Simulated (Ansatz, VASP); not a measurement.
Two plane-wave programs on InP

```
In P
1.0
     0.00000    2.97988    2.97988
     2.97988    0.00000    2.97988
     2.97988    2.97988    0.00000
In P
1 1
Direct
  0.00000 0.00000 0.00000
  0.25000 0.25000 0.25000
```

Alike in both runs: functional PBE; k mesh 12 × 12 × 12; occupations fermi-dirac, width 0.08 eV; no spin polarisation.

Ansatz relaxed the structure, and its values are those at the end. VASP's run is a single point on that final structure, the one shown.

|  | VASP | Ansatz |
| --- | --- | --- |
| version | VASP 6.6.1 | Ansatz 0.2.0 |
| potentials or method | VASP PAW PBE potentials, release 64 (In_d, P) | PAW with Ansatz's default frozen-core files, scalar-relativistic |
| plane-wave cutoff (eV) | 520 | 420 |
| valence electrons in the cell | 18 | 18 |

```tsv
	VASP	Ansatz	Ansatz less VASP
pressure (GPa)	-0.1	0.0	+0.05
```

The functional is the same, so the differences come from potentials, cutoffs and numerics.
